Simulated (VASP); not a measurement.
# Li (R-3m) in VASP: a series of runs

Li is run at these levels: PBE; tasks: single point, relaxation of cell and atoms.

Program: VASP 6.6.1. These are calculated values, not measurements. Logs are shortened: lines on timing, memory, paths and dates and some standing lists are left out, and cuts for length are marked.

## (1) The cell of the first run

The structure is trigonal, space group R-3m (No. 166). Conventional cell: a = 7.062 Å, b = 7.062 Å, c = 18.066 Å, α = 90.00°, β = 90.00°, γ = 120.00°. Li (site symmetry m) has 6 Li at 2.40 to 2.59 Å within 3.2 Å. Within 3.4 Å of Li (site symmetry m) lie 7 Li at 2.56 to 2.89 Å.

## (2) Single point, PBE

INCAR reads:

```
PREC = Accurate ; ENCUT = 520
EDIFF = 1E-6 ; ISMEAR = 0
SIGMA = 0.1 ; LREAL = False
LASPH = True ; NELM = 100
ALGO = Normal ; ISIF = 2
LWAVE = False ; LCHARG = True
GGA = PE ; LELF = True
LVHAR = True ; NBANDS = 30
```

KPOINTS reads:

```
Automatic mesh
0
Gamma
  3 3 3
```

POSCAR reads:

```
Li
1.0
    3.5311384619      2.0387037416      6.0220111670
   -3.5311384619      2.0387037416      6.0220111670
    0.0000000000     -4.0774074830      6.0220111670
Li
12
Direct
    0.0101900000      0.6536100000      0.0101900000
    0.0101900000      0.0101900000      0.6536100000
    0.6536100000      0.0101900000      0.0101900000
    0.9898100000      0.3463900000      0.9898100000
    0.3463900000      0.9898100000      0.9898100000
    0.9898100000      0.9898100000      0.3463900000
    0.2211800000      0.6306000000      0.2211800000
    0.2211800000      0.2211800000      0.6306000000
    0.6306000000      0.2211800000      0.2211800000
    0.7788200000      0.3694000000      0.7788200000
    0.3694000000      0.7788200000      0.7788200000
    0.7788200000      0.7788200000      0.3694000000
```

Potentials or basis: VASP PAW PBE potentials, release 64 (Li_sv).

Launch:

```sh
cat potpaw_PBE.64/Li_sv/POTCAR > POTCAR
mpirun -np 1 vasp_std > vasp.out
```

OUTCAR:

```text
PREC = Accurate
   ENCUT = 520
   EDIFF = 1E-6
   ISMEAR = 0
   LREAL = False
   LASPH = True
   NELM = 100
   ISIF = 2
   GGA = PE

 ion  position               nearest neighbor table
   1  0.010  0.654  0.010-   4 2.40   3 2.52   2 2.52   7 2.59  12 2.59  11 2.59
   2  0.010  0.010  0.654-   6 2.40   3 2.52   1 2.52   8 2.59  10 2.59  11 2.59
   3  0.654  0.010  0.010-   5 2.40   1 2.52   2 2.52   9 2.59  12 2.59  10 2.59
   4  0.990  0.346  0.990-   1 2.40   5 2.52   6 2.52  10 2.59   8 2.59   9 2.59
   5  0.346  0.990  0.990-   3 2.40   4 2.52   6 2.52  11 2.59   8 2.59   7 2.59
   6  0.990  0.990  0.346-   2 2.40   4 2.52   5 2.52  12 2.59   9 2.59   7 2.59
   7  0.221  0.631  0.221-  11 2.56  12 2.56   1 2.59   6 2.59   5 2.59
   8  0.221  0.221  0.631-  10 2.56  11 2.56   2 2.59   4 2.59   5 2.59
   9  0.631  0.221  0.221-  10 2.56  12 2.56   3 2.59   6 2.59   4 2.59
  10  0.779  0.369  0.779-   9 2.56   8 2.56   4 2.59   2 2.59   3 2.59
  11  0.369  0.779  0.779-   7 2.56   8 2.56   5 2.59   2 2.59   1 2.59
  12  0.779  0.779  0.369-   7 2.56   9 2.56   6 2.59   3 2.59   1 2.59

  LATTYP: Found a trigonal (rhomboedric) cell.
 ALAT       =     7.2725422157
 COS(alpha) =     0.5284942553

  Lattice vectors:

 A1 = (   3.5311384619,   2.0387037416,   6.0220111670)
 A2 = (  -3.5311384619,   2.0387037416,   6.0220111670)
 A3 = (   0.0000000000,  -4.0774074830,   6.0220111670)

Analysis of symmetry for initial positions (statically):
=====================================================================
 Subroutine PRICEL returns:
 Original cell was already a primitive cell.

 Routine SETGRP: Setting up the symmetry group for a
 trigonal (rhombohedral) supercell.

 Subroutine GETGRP returns: Found 12 space group operations
 (whereof 12 operations were pure point group operations)
 out of a pool of 12 trial point group operations.

The static configuration has the point symmetry D_3d.

Analysis of symmetry for dynamics (positions and initial velocities):
=====================================================================
 Subroutine PRICEL returns:
 Original cell was already a primitive cell.

 Routine SETGRP: Setting up the symmetry group for a
 trigonal (rhombohedral) supercell.

 Subroutine GETGRP returns: Found 12 space group operations
 (whereof 12 operations were pure point group operations)
 out of a pool of 12 trial point group operations.

The dynamic configuration has the point symmetry D_3d.

 Subroutine INISYM returns: Found 12 space group operations
 (whereof 12 operations are pure point group operations),
 and found     1 'primitive' translations

----------------------------------------------------------------------------------------

                                     Primitive cell

  volume of cell :     260.1128

  direct lattice vectors                    reciprocal lattice vectors
     3.531138462  2.038703742  6.022011167     0.141597393  0.081751293  0.055352493
    -3.531138462  2.038703742  6.022011167    -0.141597393  0.081751293  0.055352493
     0.000000000 -4.077407483  6.022011167     0.000000000 -0.163502586  0.055352493

  length of vectors
     7.272542216  7.272542216  7.272542216     0.172618058  0.172618058  0.172618058

  position of ions in fractional coordinates (direct lattice)
     0.010190000  0.653610000  0.010190000
     0.010190000  0.010190000  0.653610000
     0.653610000  0.010190000  0.010190000
     0.989810000  0.346390000  0.989810000
     0.346390000  0.989810000  0.989810000
     0.989810000  0.989810000  0.346390000
     0.221180000  0.630600000  0.221180000
     0.221180000  0.221180000  0.630600000
     0.630600000  0.221180000  0.221180000
     0.778820000  0.369400000  0.778820000
     0.369400000  0.778820000  0.778820000
     0.778820000  0.778820000  0.369400000

  ion indices of the primitive-cell ions
   primitive index   ion index
                 1           1
                 2           2
                 3           3
                 4           4
                 5           5
                 6           6
                 7           7
                 8           8
                 9           9
                10          10
                11          11
                12          12

----------------------------------------------------------------------------------------

 KPOINTS: Automatic mesh

Automatic generation of k-mesh.
 Grid dimensions read from file:
 generate k-points for:    3    3    3

 Generating k-lattice:

  Cartesian coordinates                     Fractional coordinates (reciprocal lattice)
     0.047199131  0.027250431  0.018450831     0.333333333 -0.000000000  0.000000000
    -0.047199131  0.027250431  0.018450831    -0.000000000  0.333333333  0.000000000
     0.000000000 -0.054500862  0.018450831    -0.000000000 -0.000000000  0.333333333

  Length of vectors
     0.057539353  0.057539353  0.057539353

  Shift w.r.t. Gamma in fractional coordinates (k-lattice)
     0.000000000  0.000000000  0.000000000

 Subroutine IBZKPT returns following result:
 ===========================================

 Found      6 irreducible k-points:

 Following reciprocal coordinates:
            Coordinates               Weight
  0.000000  0.000000  0.000000      1.000000
  0.333333  0.000000  0.000000      6.000000
  0.333333  0.333333  0.000000      6.000000
 -0.333333  0.333333  0.000000      6.000000
  0.333333  0.333333  0.333333      2.000000
 -0.333333  0.333333  0.333333      6.000000
   k-points           NKPTS =      6   k-points in BZ     NKDIM =      6   number of bands    NBANDS=     30
   number of dos      NEDOS =    301   number of ions     NIONS =     12
   total plane-waves  NPLWV = 157464
   dimension x,y,z NGX =    54 NGY =   54 NGZ =   54
   dimension x,y,z NGXF=   108 NGYF=  108 NGZF=  108
   ions per type =              12
   NGX,Y,Z   is equivalent  to a cutoff of  12.34, 12.34, 12.34 a.u.
   NGXF,Y,Z  is equivalent  to a cutoff of  24.69, 24.69, 24.69 a.u.
 SYSTEM =  unknown system
   PREC   = accura    normal or accurate (medium, high low for compatibility)
   ISTART =      0    job   : 0-new  1-cont  2-samecut
   ICHARG =      2    charge: 1-file 2-atom 10-const
   ISPIN  =      1    spin polarized calculation?
   LNONCOLLINEAR =      F non collinear calculations
   LSORBIT =      F    spin-orbit coupling
   LASPH  =      T    aspherical Exc in radial PAW
   ENCUT  =  520.0 eV  38.22 Ry    6.18 a.u.  13.52 13.52 13.52*2*pi/ulx,y,z
   NELM   =    100;   NELMIN=  2; NELMDL= -5     # of ELM steps
   EDIFF  = 0.1E-05   stopping-criterion for ELM
   LREAL  =      F    real-space projection
   EDIFFG = 0.1E-04   stopping-criterion for IOM
   NSW    =      0    number of steps for IOM
   IBRION =     -1    ionic relax: 0-MD 1-quasi-New 2-CG
   NFREE  =      0    steps in history (QN), initial steepest desc. (CG)
   ISIF   =      2    stress and relaxation
   ISYM   =      2    0-nonsym 1-usesym 2-fastsym
   POTIM  = 0.5000    time-step for ionic-motion
   TEBEG  =    0.0;   TEEND  =   0.0 temperature during run
   PSTRESS=    0.0 pullay stress
   NELECT =      36.0000    total number of electrons
   NUPDOWN=      -1.0000    fix difference up-down
   EMIN   =  10.00;   EMAX   =-10.00  energy-range for DOS
   EFERMI =   0.00;   METHOD = LEGACY
   ISMEAR =     0;   SIGMA  =   0.10  broadening in eV -4-tet -1-fermi 0-gaus
   EFERMI_NEDOS =   21; number of points for ismear=-14 and -15
   IALGO  =     38    algorithm
   IMIX   =      4    mixing-type and parameters
     AMIX     =   0.40;   BMIX     =  1.00
     AMIX_MAG =   1.60;   BMIX_MAG =  1.00
  volume/ion in A,a.u.               =      21.68       146.28
  Fermi-wavevector in a.u.,A,eV,Ry     =   0.846815  1.600248  9.756674  0.717095
  Thomas-Fermi vector in A             =   1.962222
   LORBIT       =      0    0 simple, 1 ext, 2 COOP (PROOUT), +10 PAW based schemes
   GGA     = PE    functional components
   LHFCALC =     F    Hartree Fock is set to
   AEXX    =    0.0000 exact exchange contribution
   IVDW    =     0    specifies the selected vdW correction
   LEPSILON=     F    determine dielectric tensor
   LRPA    =     F    only Hartree local field effects (RPA)
 non-spin polarized calculation
 Gauss-broadening in eV      SIGMA  =   0.10
  energy-cutoff  :      520.00
  volume of cell :      260.11
 maximum number of plane-waves:      7023
 NGX is ok and might be reduce to    54

 number of electron      36.0000025 magnetization

 Free energy of the ion-electron system (eV)
  ---------------------------------------------------
  ext. energy  EPLUGINS =         0.00000000
  ---------------------------------------------------
  free energy    TOTEN  =       -17.04585769 eV

  energy without entropy =      -17.01896186  energy(sigma->0) =      -17.03240977

 E-fermi :   0.4859     XC(G=0):  -6.7616

 val. band max:        0.4523482149   @ k =   0.3333   0.0000   0.0000
 cond. band min:       0.4877020368   @ k =   0.3333   0.0000   0.0000
 fundamental gap:      0.0353538219
 Fermi energy:         0.4858968593

 k-point     1 :       0.0000    0.0000    0.0000
  band No.  band energies     occupation
      1     -46.7518      2.00000
      2     -46.7145      2.00000
      3     -46.7145      2.00000
      4     -46.7141      2.00000
      5     -46.6808      2.00000
      6     -46.6808      2.00000
[... 22 lines left out ...]
     29       4.0792      0.00000
     30       4.4899      0.00000

 k-point     2 :       0.3333    0.0000    0.0000
  band No.  band energies     occupation
      1     -46.7476      2.00000
      2     -46.7307      2.00000
      3     -46.7145      2.00000
      4     -46.6988      2.00000
      5     -46.6841      2.00000
      6     -46.6808      2.00000
[... 124 lines left out ...]
 k-point     6 :      -0.3333    0.3333    0.3333
  band No.  band energies     occupation
      1     -46.7456      2.00000
      2     -46.7323      2.00000
      3     -46.7154      2.00000
      4     -46.6999      2.00000
      5     -46.6834      2.00000
      6     -46.6797      2.00000
[... 22 lines left out ...]
     29       3.3580      0.00000
     30       3.8249      0.00000

------------------------ aborting loop because EDIFF is reached ----------------------------------------

  FORCE on cell =-STRESS in cart. coord.  units (eV):
  Direction    XX          YY          ZZ          XY          YZ          ZX
  --------------------------------------------------------------------------------------
  -------------------------------------------------------------------------------------
  Total        5.9098281      5.9098281      7.0552098      0.0000000      0.0000000      0.0000000
  in kB       36.4018749     36.4018749     43.4569098      0.0000000      0.0000000      0.0000000
  external PRESSURE =      38.7535532 kB  Pullay stress =       0.0000000 kB

 VOLUME and BASIS-vectors are now :
 -----------------------------------------------------------------------------
  energy-cutoff  :      520.00
  volume of cell :      260.11
      direct lattice vectors                 reciprocal lattice vectors
     3.531138462  2.038703742  6.022011167     0.141597393  0.081751293  0.055352493
    -3.531138462  2.038703742  6.022011167    -0.141597393  0.081751293  0.055352493
     0.000000000 -4.077407483  6.022011167     0.000000000 -0.163502586  0.055352493

 POSITION                                       TOTAL-FORCE (eV/Angst)
 -----------------------------------------------------------------------------------
     -2.27201      1.31174      4.05878         0.545746     -0.315087     -0.170249
      0.00000     -2.62349      4.05878         0.000000      0.630174     -0.170249
      2.27201      1.31174      4.05878        -0.545746     -0.315087     -0.170249
      2.27201     -1.31174     14.00726        -0.545746      0.315087      0.170249
     -2.27201     -1.31174     14.00726         0.545746      0.315087      0.170249
      0.00000      2.62349     14.00726         0.000000     -0.630174      0.170249
     -1.44572      0.83469      6.46138         0.720502     -0.415982      0.173787
      0.00000     -1.66937      6.46138         0.000000      0.831964      0.173787
      1.44572      0.83469      6.46138        -0.720502     -0.415982      0.173787
      1.44572     -0.83469     11.60466        -0.720502      0.415982     -0.173787
     -1.44572     -0.83469     11.60466         0.720502      0.415982     -0.173787
      0.00000      1.66937     11.60466         0.000000     -0.831964     -0.173787
 -----------------------------------------------------------------------------------
    total drift:                               -0.000000      0.000000      0.000000

  FREE ENERGIE OF THE ION-ELECTRON SYSTEM (eV)
  ---------------------------------------------------
  free  energy   TOTEN  =       -17.0458576870 eV

  energy  without entropy=      -17.0189618611  energy(sigma->0) =      -17.03240977
```

It took 42 s on 1 thread of Intel Xeon Platinum 8481C at 2.70GHz (Sapphire Rapids), shared host; peak memory 0.38 GiB.

Results:

```
Free energy            : -17.0459 eV
Largest force          : 0.850 eV/Å
Band gap on the k mesh : zero (band 18 reaches 0.75 eV, above the bottom of band 19 at 0.24 eV)
```

Forces in eV/Å, atoms in the order of the input:
```
Li   0.546 -0.315 -0.170
Li   0.000  0.630 -0.170
Li  -0.546 -0.315 -0.170
Li  -0.546  0.315  0.170
Li   0.546  0.315  0.170
Li   0.000 -0.630  0.170
Li   0.721 -0.416  0.174
Li   0.000  0.832  0.174
Li  -0.721 -0.416  0.174
Li  -0.721  0.416 -0.174
Li   0.721  0.416 -0.174
Li   0.000 -0.832 -0.174
```

Caveat: the k points lie up to 0.36 Å⁻¹ apart; the cutoff is under 1.25 times the usual one of these potentials, so pressure, stress and relaxed cells hold a basis-set (Pulay) error.

## (3) Relaxation of cell and atoms, PBE

This run uses another cell than the first one: it holds 2 atoms, not 12.

INCAR reads:

```
  PREC = Accurate
  ENCUT = 600
  EDIFF = 1E-6
  ISMEAR = 0
  SIGMA = 0.1
  LREAL = F
  LASPH = T
  NELM = 100
  ALGO = Normal
  ISIF = 3
  LWAVE = F
  LCHARG = F
  GGA = PE
  IBRION = 2
  NSW = 100
  EDIFFG = -0.01
```

KPOINTS reads:

```
regular mesh
0
Gamma
  21 21 21
```

POSCAR reads:

```
Li
1.0
    1.5020325541      0.8671988994      5.2327331218
   -1.5020325541      0.8671988994      5.2327331218
    0.0000000000     -1.7343977989      5.2327331218
Li
2
Direct
    0.0872670821      0.0872670821      0.0872670821
    0.9127329179      0.9127329179      0.9127329179
```

Potentials or basis: VASP PAW PBE potentials, release 64 (Li_sv).

Launch:

```sh
cat potpaw_PBE.64/Li_sv/POTCAR > POTCAR
mpirun -np 1 vasp_std > vasp.out
```

Run time: 14 min. Hardware: 1 thread of Intel Xeon Platinum 8488C (Sapphire Rapids), shared host; peak memory 0.51 GiB.

Results (log left out):

| Property | Result |
| --- | --- |
| Free energy | -3.7440 eV |
| Relaxed volume | 20.18 Å³/atom |
| Relaxed cell | a = 5.526 Å, b = 5.526 Å, c = 5.526 Å, α = 31.27°, β = 31.27°, γ = 31.27° |
| Space group after relaxing (to 0.05 Å) | R-3m (No. 166) |
| Energy gained by relaxing | 0.4 meV/atom |
| Ionic steps | 3 |
| Pressure after relaxing | 0.0 GPa |
| Largest force after relaxing | 0.010 eV/Å |
| Band gap on the k mesh | zero (band 3 reaches 2.47 eV, above the bottom of band 4 at -1.80 eV) |

Forces in eV/Å, atoms in the order of the input:
```
Li   0.000  0.000 -0.010
Li   0.000  0.000  0.010
```

The path:
| step | energy change (eV) | largest force (eV/Å) | pressure (GPa) | volume (Å³) |
| --- | --- | --- | --- | --- |
| 1 | 0.0000 | 0.0013 | -0.18 | 40.90 |
| 2 | -0.0004 | 0.0034 | -0.13 | 40.76 |
| 3 | -0.0008 | 0.0098 | -0.01 | 40.36 |

Final structure:
```
CELL_PARAMETERS angstrom
1.48937 0.85989 5.25172
-1.48937 0.85989 5.25172
0.00000 -1.71978 5.25172
ATOMIC_POSITIONS crystal
Li 0.08725 0.08725 0.08725
Li 0.91275 0.91275 0.91275
```

Levels at points of the mesh, in eV from the Fermi level:
| k point | band 1 | band 2 | band 3 | band 4 | band 5 | band 6 | band 7 |
| --- | --- | --- | --- | --- | --- | --- | --- |
| (0.00, 0.00, 0.00) | -46.56 | -46.54 | -3.53 | -0.40 | 2.38 | 13.33 | 13.92 |

Caveat: the cutoff is under 1.25 times the usual one of these potentials, so pressure, stress and relaxed cells hold a basis-set (Pulay) error.
